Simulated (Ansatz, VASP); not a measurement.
# Al3Cu2: VASP beside Ansatz

```
CELL_PARAMETERS angstrom
4.09195 0.00000 0.00000
-2.04598 3.54373 0.00000
0.00000 0.00000 4.99278
ATOMIC_POSITIONS crystal
Al 0.00000 0.00000 0.00000
Al 0.33333 0.66667 0.34993
Al 0.66667 0.33333 0.65007
Cu 0.33333 0.66667 0.83951
Cu 0.66667 0.33333 0.16049
```

Alike in both runs: task single point; functional PBEsol; k mesh 9 × 9 × 8; occupations gaussian, width 0.05 eV; no spin polarisation.

```csv
,VASP,Ansatz
version,VASP 6.6.1,Ansatz 0.2.0
potentials or method,"VASP PAW PBE potentials, release 64 (Al, Cu), cutoff 520 eV","scalar-relativistic, plane waves, PAW"
valence electrons in the cell,31,47
```

```csv
,VASP,Ansatz,Ansatz less VASP
gap on the k mesh at the Fermi level (eV),none,none,-
pressure (GPa),0.5,0.1,-0.36
rms of the force components (eV/Å),0.019,0.019,-0.0003
```

VASP's potentials were made for PBE, not for PBEsol. Atom by atom the forces differ by 0.001 eV/Å (rms over components). A gap of «none» marks a metal or a gap that the smearing closes. VASP's potentials hold 31 valence electrons a cell and Ansatz's 47, so a difference there can come from the potentials and not from the codes.
